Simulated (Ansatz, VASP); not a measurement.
# One calculation of CdGeAs2, two programs

INCAR

```
  PREC = Accurate
  ENCUT = 520
  EDIFF = 1E-6
  ISMEAR = 0
  SIGMA = 0.01
  LREAL = False
  LASPH = True
  NELM = 80
  ALGO = Normal
  ISIF = 2
  LWAVE = False
  LCHARG = True
  GGA = PS
  LELF = True
  LVHAR = True
  NBANDS = 46
```

The input KPOINTS:

```
Automatic mesh
0
Gamma
  8 8 8
```

POSCAR

```
CdGeAs2
1.0
   -2.9722255094      2.9722255094      5.6519594227
    2.9722255094     -2.9722255094      5.6519594227
    2.9722255094      2.9722255094     -5.6519594227
Cd Ge As
2 2 4
Direct
    0.2500000000      0.7500000000      0.5000000000
    0.5000000000      0.5000000000      0.0000000000
    0.0000000000      0.0000000000      0.0000000000
    0.7500000000      0.2500000000      0.5000000000
    0.8750000000      0.3496303587      0.9746303587
    0.6503696413      0.6250000000      0.5253696413
    0.3750000000      0.9003696413      0.0253696413
    0.0996303587      0.1250000000      0.4746303587
```

Input for Ansatz:

```yaml
crystal:
  lattice:
    - [-2.9722255094, 2.9722255094, 5.6519594227]
    - [2.9722255094, -2.9722255094, 5.6519594227]
    - [2.9722255094, 2.9722255094, -5.6519594227]
  atoms:
    - { symbol: Cd, position: [0.25, 0.75, 0.5] }
    - { symbol: Cd, position: [0.5, 0.5, 0.0] }
    - { symbol: Ge, position: [0.0, 0.0, 0.0] }
    - { symbol: Ge, position: [0.75, 0.25, 0.5] }
    - { symbol: As, position: [0.875, 0.3496303587, 0.9746303587] }
    - { symbol: As, position: [0.6503696413, 0.625, 0.5253696413] }
    - { symbol: As, position: [0.375, 0.9003696413, 0.0253696413] }
    - { symbol: As, position: [0.0996303587, 0.125, 0.4746303587] }
basis:
  ecutwfc: 420
kpoints:
  mp_grid: { grid: [8, 8, 8] }
  band_path: { path: [VBM, CBM], npoints: 2 }
hamiltonian:
  xc: pbesol
scf:
  occupations: { method: gaussian, width: 0.01 }
output:
  forces: false
  stress: false
  eigenvalues: true
checkpoint:
  read: start.run
  write: ck
  compress: false
  write_wavefunctions: false
  write_every: 100000
```

Alike in both runs: task single point; functional PBEsol; k mesh 8 × 8 × 8; occupations gaussian, width 0.01 eV; no spin polarisation.

```csv
,VASP,Ansatz
version,VASP 6.6.1,Ansatz 0.2.0
potentials or method,"VASP PAW PBE potentials, release 64 (Cd, Ge_d, As), cutoff 520 eV","scalar-relativistic, plane waves, PAW"
valence electrons in the cell,72,128
```

```tsv
	VASP	Ansatz	Ansatz less VASP
gap on the k mesh at the Fermi level (eV)	0.13	0.14	0.000
least direct gap on the mesh (eV)	0.21	0.22	+0.002
```

VASP's potentials were made for PBE, not for PBEsol. VASP's potentials hold 72 valence electrons a cell and Ansatz's 128, so a difference there can come from the potentials and not from the codes.
